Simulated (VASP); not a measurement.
TaN:

```
Ta N
1.0
     5.04257    0.00000    0.00000
    -2.52129    4.36700    0.00000
     0.00000    0.00000    2.86593
Ta N
3 3
Direct
  0.00000 0.00000 0.00000
  0.33333 0.66667 0.50000
  0.66667 0.33333 0.50000
  0.50000 0.00000 0.00000
  0.50000 0.50000 0.00000
  0.00000 0.50000 0.00000
```

Base run:

```yaml
Program: VASP 6.6.1
Functional: LDA
Potentials_or_basis: VASP PAW LDA potentials, release 64 (Ta_sv_GW, N)
Cutoff: 600 eV
k_mesh: 5 × 5 × 8
Occupations: fermi-dirac, width 0.1 eV
Spin: no spin polarisation
```

Its results: band gap on the k mesh zero (band 27 reaches 13.95 eV, above the bottom of band 28 at 11.57 eV); pressure 21.4 GPa.

**Question.** The run is repeated on the same cell with these changes: potentials or basis from VASP PAW LDA potentials, release 64 (Ta_sv_GW, N) to VASP PAW LDA potentials, release 64 (Ta_pv, N); cutoff from 600 eV to 520 eV; further incar settings from ALGO = Normal; EDIFF = 1e-06; NBANDS = 36 to ALGO = Normal; EDIFF = 1e-07; NBANDS = 33; valence electrons from 54 to 48. What comes out?

**Answer.** Band gap on the k mesh zero (band 24 reaches 9.82 eV, above the bottom of band 25 at 7.45 eV); pressure 22.3 GPa.

Caveats: spin-orbit coupling is left out, which moves the levels of the heavy elements.
